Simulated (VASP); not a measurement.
# TaN (P6/mmm) in VASP: single point with PBE

Aim: the single point of TaN with PBE.

All numbers are computed with VASP 6.6.1; they aren't measurements. Logs are shortened: lines on timing, memory, paths and dates and some standing lists are left out, and cuts for length are marked.

### Step 1. The cell of the first run

It takes space group P6/mmm (No. 191, hexagonal). The conventional cell has a = 5.243 Å, b = 5.243 Å, c = 2.937 Å, α = 90.00°, β = 90.00°, γ = 120.00°. Within 3.5 Å of Ta (site symmetry 6/mmm) lie 6 N at 2.62 Å and 14 Ta at 2.94 to 3.36 Å. Ta (site symmetry -6m2) has 6 N at 2.11 Å within 2.8 Å. N (site symmetry mmm) has 6 Ta at 2.11 to 2.62 Å and 4 N at 2.62 Å within 2.8 Å.

### Step 2. Single point, PBE

File INCAR:

```
SYSTEM = TaN
PREC = Accurate
ENCUT = 700
EDIFF = 1E-6
ISMEAR = 0
SIGMA = 0.02
LREAL = .False.
LASPH = .True.
NELM = 120
ALGO = Normal
ISIF = 2
LWAVE = .False.
LCHARG = .False.
GGA = PE
NBANDS = 36
GGA_COMPAT = .False.
```

File KPOINTS:

```
regular mesh
0
Gamma
  5 5 8
  0 0 0
```

File POSCAR:

```
TaN
1.0
    5.2433495931      0.0000000000      0.0000000000
   -2.6216747965      4.5408739485      0.0000000000
    0.0000000000      0.0000000000      2.9373262181
Ta N
3 3
Direct
    0.0000000000      0.0000000000      0.0000000000
    0.3333333333      0.6666666667      0.5000000000
    0.6666666667      0.3333333333      0.5000000000
    0.5000000000      0.0000000000      0.0000000000
    0.5000000000      0.5000000000      0.0000000000
    0.0000000000      0.5000000000      0.0000000000
```

Potentials or basis: VASP PAW PBE potentials, release 64 (Ta_sv_GW, N).

Started as:

```sh
> cat potpaw_PBE.64/Ta_sv_GW/POTCAR potpaw_PBE.64/N/POTCAR > POTCAR
> mpirun -np 1 vasp_std > vasp.out
```

OUTCAR:

```text
SYSTEM = TaN
   PREC = Accurate
   ENCUT = 700
   EDIFF = 1E-6
   ISMEAR = 0
   LREAL = .False.
   LASPH = .True.
   NELM = 120
   ISIF = 2
   GGA = PE

 ion  position               nearest neighbor table
   1  0.000  0.000  0.000-
   2  0.333  0.667  0.500-   4 2.11   4 2.11   6 2.11   6 2.11   5 2.11   5 2.11   3 3.03   3 3.03
                             3 3.03
   3  0.667  0.333  0.500-   4 2.11   4 2.11   6 2.11   6 2.11   5 2.11   5 2.11   2 3.03   2 3.03
                             2 3.03
   4  0.500  0.000  0.000-   2 2.11   3 2.11   2 2.11   3 2.11
   5  0.500  0.500  0.000-   2 2.11   3 2.11   2 2.11   3 2.11
   6  0.000  0.500  0.000-   2 2.11   3 2.11   2 2.11   3 2.11

  LATTYP: Found a hexagonal cell.
 ALAT       =     5.2433495931
 C/A-ratio  =     0.5602003387

  Lattice vectors:

 A1 = (   5.2433495931,   0.0000000000,   0.0000000000)
 A2 = (  -2.6216747965,   4.5408739485,   0.0000000000)
 A3 = (   0.0000000000,   0.0000000000,   2.9373262181)

Analysis of symmetry for initial positions (statically):
=====================================================================
 Subroutine PRICEL returns:
 Original cell was already a primitive cell.

 Routine SETGRP: Setting up the symmetry group for a
 hexagonal supercell.

 Subroutine GETGRP returns: Found 24 space group operations
 (whereof 24 operations were pure point group operations)
 out of a pool of 24 trial point group operations.

The static configuration has the point symmetry D_6h.

Analysis of symmetry for dynamics (positions and initial velocities):
=====================================================================
 Subroutine PRICEL returns:
 Original cell was already a primitive cell.

 Routine SETGRP: Setting up the symmetry group for a
 hexagonal supercell.

 Subroutine GETGRP returns: Found 24 space group operations
 (whereof 24 operations were pure point group operations)
 out of a pool of 24 trial point group operations.

The dynamic configuration has the point symmetry D_6h.

 Subroutine INISYM returns: Found 24 space group operations
 (whereof 24 operations are pure point group operations),
 and found     1 'primitive' translations

----------------------------------------------------------------------------------------

                                     Primitive cell

  volume of cell :      69.9359

  direct lattice vectors                    reciprocal lattice vectors
     5.243349593  0.000000000  0.000000000     0.190717781  0.110110962  0.000000000
    -2.621674796  4.540873948  0.000000000     0.000000000  0.220221925  0.000000000
     0.000000000  0.000000000  2.937326218     0.000000000  0.000000000  0.340445673

  length of vectors
     5.243349593  5.243349593  2.937326218     0.220221925  0.220221925  0.340445673

  position of ions in fractional coordinates (direct lattice)
     0.000000000  0.000000000  0.000000000
     0.333333333  0.666666667  0.500000000
     0.666666667  0.333333333  0.500000000
     0.500000000  0.000000000  0.000000000
     0.500000000  0.500000000  0.000000000
     1.000000000  0.500000000  0.000000000

  ion indices of the primitive-cell ions
   primitive index   ion index
                 1           1
                 2           2
                 3           3
                 4           4
                 5           5
                 6           6

----------------------------------------------------------------------------------------

 KPOINTS: regular mesh

Automatic generation of k-mesh.
 Grid dimensions read from file:
 generate k-points for:    5    5    8

 Generating k-lattice:

  Cartesian coordinates                     Fractional coordinates (reciprocal lattice)
     0.038143556  0.022022192  0.000000000     0.200000000  0.000000000  0.000000000
     0.000000000  0.044044385  0.000000000     0.000000000  0.200000000  0.000000000
     0.000000000  0.000000000  0.042555709     0.000000000  0.000000000  0.125000000

  Length of vectors
     0.044044385  0.044044385  0.042555709

  Shift w.r.t. Gamma in fractional coordinates (k-lattice)
     0.000000000  0.000000000  0.000000000

 Subroutine IBZKPT returns following result:
 ===========================================

 Found     25 irreducible k-points:

 Following reciprocal coordinates:
            Coordinates               Weight
  0.000000  0.000000  0.000000      1.000000
  0.200000  0.000000  0.000000      6.000000
  0.400000  0.000000  0.000000      6.000000
  0.200000  0.200000  0.000000      6.000000
  0.400000  0.200000  0.000000      6.000000
  0.000000  0.000000  0.125000      2.000000
[... 16 lines left out ...]
  0.400000  0.000000  0.500000      6.000000
  0.200000  0.200000  0.500000      6.000000
   k-points           NKPTS =     25   k-points in BZ     NKDIM =     25   number of bands    NBANDS=     36
   number of dos      NEDOS =    301   number of ions     NIONS =      6
   total plane-waves  NPLWV =  64512
   dimension x,y,z NGX =    48 NGY =   48 NGZ =   28
   dimension x,y,z NGXF=    96 NGYF=   96 NGZF=   56
   ions per type =               3   3
   NGX,Y,Z   is equivalent  to a cutoff of  15.22, 15.22, 15.85 a.u.
   NGXF,Y,Z  is equivalent  to a cutoff of  30.44, 30.44, 31.69 a.u.
 SYSTEM =  TaN
   PREC   = accura    normal or accurate (medium, high low for compatibility)
   ISTART =      0    job   : 0-new  1-cont  2-samecut
   ICHARG =      2    charge: 1-file 2-atom 10-const
   ISPIN  =      1    spin polarized calculation?
   LNONCOLLINEAR =      F non collinear calculations
   LSORBIT =      F    spin-orbit coupling
   LASPH  =      T    aspherical Exc in radial PAW
   ENCUT  =  700.0 eV  51.45 Ry    7.17 a.u.  11.31 11.31  6.34*2*pi/ulx,y,z
   NELM   =    120;   NELMIN=  2; NELMDL= -5     # of ELM steps
   EDIFF  = 0.1E-05   stopping-criterion for ELM
   LREAL  =      F    real-space projection
[... 7 lines left out ...]
   TEBEG  =    0.0;   TEEND  =   0.0 temperature during run
   PSTRESS=    0.0 pullay stress
   NELECT =      54.0000    total number of electrons
   NUPDOWN=      -1.0000    fix difference up-down
   EMIN   =  10.00;   EMAX   =-10.00  energy-range for DOS
   EFERMI =   0.00;   METHOD = LEGACY
   ISMEAR =     0;   SIGMA  =   0.02  broadening in eV -4-tet -1-fermi 0-gaus
   EFERMI_NEDOS =   21; number of points for ismear=-14 and -15
   IALGO  =     38    algorithm
   IMIX   =      4    mixing-type and parameters
     AMIX     =   0.40;   BMIX     =  1.00
     AMIX_MAG =   1.60;   BMIX_MAG =  1.00
  volume/ion in A,a.u.               =      11.66        78.66
  Fermi-wavevector in a.u.,A,eV,Ry     =   1.501894  2.838168 30.690464  2.255685
  Thomas-Fermi vector in A             =   2.613205
   LORBIT       =      0    0 simple, 1 ext, 2 COOP (PROOUT), +10 PAW based schemes
   GGA     = PE    functional components
   LHFCALC =     F    Hartree Fock is set to
   AEXX    =    0.0000 exact exchange contribution
   IVDW    =     0    specifies the selected vdW correction
   LEPSILON=     F    determine dielectric tensor
   LRPA    =     F    only Hartree local field effects (RPA)
 non-spin polarized calculation
 Gauss-broadening in eV      SIGMA  =   0.02
  energy-cutoff  :      700.00
  volume of cell :       69.94
 maximum number of plane-waves:      2962
 NGX is ok and might be reduce to    48
   NGX = 23   NGY = 23   NGZ = 13

 number of electron      54.0000003 magnetization

 Free energy of the ion-electron system (eV)
  ---------------------------------------------------
  ext. energy  EPLUGINS =         0.00000000
  ---------------------------------------------------
  free energy    TOTEN  =       -72.40327103 eV

  energy without entropy =      -72.40327061  energy(sigma->0) =      -72.40327082

 E-fermi :  11.7783     XC(G=0): -13.1964

 val. band max:       11.7279820975   @ k =   0.0000   0.0000   0.3750
 cond. band min:      11.8350008622   @ k =   0.2000   0.0000   0.2500
 fundamental gap:      0.1070187647
 Fermi energy:        11.7783413803

 k-point     1 :       0.0000    0.0000    0.0000
  band No.  band energies     occupation
      1     -57.6534      2.00000
      2     -57.6124      2.00000
      3     -57.2929      2.00000
      4     -24.4278      2.00000
      5     -24.4278      2.00000
      6     -24.0752      2.00000
[... 28 lines left out ...]
     35      14.8946      0.00000
     36      14.8965      0.00000

 k-point     2 :       0.2000    0.0000    0.0000
  band No.  band energies     occupation
      1     -57.6498      2.00000
      2     -57.6158      2.00000
      3     -57.2930      2.00000
      4     -24.4515      2.00000
      5     -24.4105      2.00000
      6     -24.0619      2.00000
[... 28 lines left out ...]
     35      15.0513      0.00000
     36      15.1978      0.00000

 k-point     3 :       0.4000    0.0000    0.0000
  band No.  band energies     occupation
      1     -57.6417      2.00000
      2     -57.6238      2.00000
      3     -57.2932      2.00000
      4     -24.4841      2.00000
      5     -24.3435      2.00000
      6     -24.1178      2.00000
[... 28 lines left out ...]
     35      15.2460      0.00000
     36      15.3470      0.00000
[... 742 lines left out ...]
 k-point    23 :       0.4000    0.0000    0.5000
  band No.  band energies     occupation
      1     -57.6013      2.00000
      2     -57.5839      2.00000
      3     -57.2603      2.00000
      4     -24.6604      2.00000
      5     -24.5585      2.00000
      6     -24.3082      2.00000
[... 28 lines left out ...]
     35      15.7406      0.00000
     36      17.0208      0.00000

 k-point    24 :       0.2000    0.2000    0.5000
  band No.  band energies     occupation
      1     -57.6032      2.00000
      2     -57.5820      2.00000
      3     -57.2604      2.00000
      4     -24.6667      2.00000
      5     -24.5503      2.00000
      6     -24.3148      2.00000
[... 28 lines left out ...]
     35      15.5413      0.00000
     36      16.8748      0.00000

 [... further k-points ...]

------------------------ aborting loop because EDIFF is reached ----------------------------------------

  FORCE on cell =-STRESS in cart. coord.  units (eV):
  Direction    XX          YY          ZZ          XY          YZ          ZX
  --------------------------------------------------------------------------------------
  -------------------------------------------------------------------------------------
  Total        0.2629184      0.2629184     -0.4987445      0.0000000      0.0000000      0.0000000
  in kB        6.0232541      6.0232541    -11.4258438      0.0000000      0.0000000      0.0000000
  external PRESSURE =       0.2068881 kB  Pullay stress =       0.0000000 kB

 VOLUME and BASIS-vectors are now :
 -----------------------------------------------------------------------------
  energy-cutoff  :      700.00
  volume of cell :       69.94
      direct lattice vectors                 reciprocal lattice vectors
     5.243349593  0.000000000  0.000000000     0.190717781  0.110110962  0.000000000
    -2.621674796  4.540873948  0.000000000     0.000000000  0.220221925  0.000000000
     0.000000000  0.000000000  2.937326218     0.000000000  0.000000000  0.340445673

 POSITION                                       TOTAL-FORCE (eV/Angst)
 -----------------------------------------------------------------------------------
      0.00000      0.00000      0.00000         0.000000     -0.000000      0.000000
     -0.00000      3.02725      1.46866        -0.000000      0.000000      0.000000
      2.62167      1.51362      1.46866         0.000000     -0.000000      0.000000
      2.62167      0.00000      0.00000         0.000000     -0.000000      0.000000
      1.31084      2.27044      0.00000         0.000000     -0.000000      0.000000
     -1.31084      2.27044      0.00000         0.000000     -0.000000      0.000000
 -----------------------------------------------------------------------------------
    total drift:                               -0.000000      0.000000     -0.000000

  FREE ENERGIE OF THE ION-ELECTRON SYSTEM (eV)
  ---------------------------------------------------
  free  energy   TOTEN  =       -72.4032710286 eV

  energy  without entropy=      -72.4032706080  energy(sigma->0) =      -72.40327082
```

It took 3.7 min on 1 thread of AMD EPYC 7R43 (Zen 3), shared host; peak memory 0.25 GiB.

What came out:

| Item | Value |
| --- | --- |
| Free energy | -72.4033 eV |
| Pressure | 0.0 GPa |
| Band gap on the k mesh | zero (bands 27 and 28 overlap by 2.02 eV) |

Stress tensor (GPa, compression positive):
```
 0.60  0.00  0.00
 0.00  0.60  0.00
 0.00  0.00 -1.14
```

Levels at points of the mesh, in eV from the Fermi level:
```tsv
k point	band 23	band 24	band 25	band 26	band 27	band 28	band 29	band 30	band 31	band 32
(0.00, 0.00, 0.00)	-2.99	-2.99	-2.43	-2.02	-1.19	-1.19	0.80	0.80	1.13	2.04
(0.00, 0.00, 0.50)	-3.60	-3.05	-3.05	-1.89	0.83	0.83	1.39	1.64	2.41	2.41
```

Caveat: spin-orbit coupling is left out, which moves the levels of the heavy elements.

The gap in the log of VASP goes by the Fermi energy; the results here count the filled bands.